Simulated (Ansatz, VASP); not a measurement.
**One calculation of YSe2, two programs**

INCAR

```
ALGO     = Normal         # electronic algorithm
EDIFF    = 1E-7           # SCF threshold, eV
ENCUT    = 520            # plane-wave cutoff, eV
GGA      = PE             # functional
ISIF     = 2              # what is computed and relaxed
ISMEAR   = 0              # smearing method
LASPH    = True           # aspherical terms in the spheres
LCHARG   = True           # write CHGCAR
LELF     = True           # ELF
LREAL    = False          # projectors in reciprocal space
LVHAR    = True         
LWAVE    = False          # write WAVECAR
NBANDS   = 18             # bands
NELM     = 60             # most SCF steps
PREC     = Accurate       # precision mode
SIGMA    = 0.05           # smearing width, eV
```

Contents of KPOINTS:

```
k-points
0
Gamma
  8 8 8
```

POSCAR

```
YSe2
1.0
    0.0000000000      3.4331946384      3.4331946384
    3.4331946384      0.0000000000      3.4331946384
    3.4331946384      3.4331946384      0.0000000000
Y Se
1 2
Direct
    0.0000000000      0.0000000000      0.0000000000
    0.2500000000      0.2500000000      0.2500000000
    0.7500000000      0.7500000000      0.7500000000
```

Input for Ansatz:

```yaml
crystal:
  lattice:
    - [0.0, 3.4331946384, 3.4331946384]
    - [3.4331946384, 0.0, 3.4331946384]
    - [3.4331946384, 3.4331946384, 0.0]
  atoms:
    - { symbol: "Y", position: [0.0, 0.0, 0.0] }
    - { symbol: Se, position: [0.25, 0.25, 0.25] }
    - { symbol: Se, position: [0.75, 0.75, 0.75] }
basis:
  ecutwfc: 420
  ecutrho_ratio: 4
kpoints:
  mp_grid: { grid: [8, 8, 8] }
hamiltonian:
  xc: pbe
scf:
  occupations: { method: gaussian, width: 0.05 }
output:
  forces: true
  stress: true
  eigenvalues: true
```

Alike in both runs: task single point; functional PBE; k mesh 8 × 8 × 8; occupations gaussian, width 0.05 eV; no spin polarisation.

|  | VASP | Ansatz |
| --- | --- | --- |
| version | VASP 6.6.1 | Ansatz 0.2.0 |
| potentials or method | VASP PAW PBE potentials, release 64 (Y_sv, Se), cutoff 520 eV | scalar-relativistic, plane waves, PAW |
| valence electrons in the cell | 23 | 43 |

```csv
,VASP,Ansatz,Ansatz less VASP
gap on the k mesh at the Fermi level (eV),none,none,-
pressure (GPa),-0.2,-0.2,-0.02
```

A gap of «none» marks a metal or a gap that the smearing closes. VASP's potentials hold 23 valence electrons a cell and Ansatz's 43, so a difference there can come from the potentials and not from the codes.
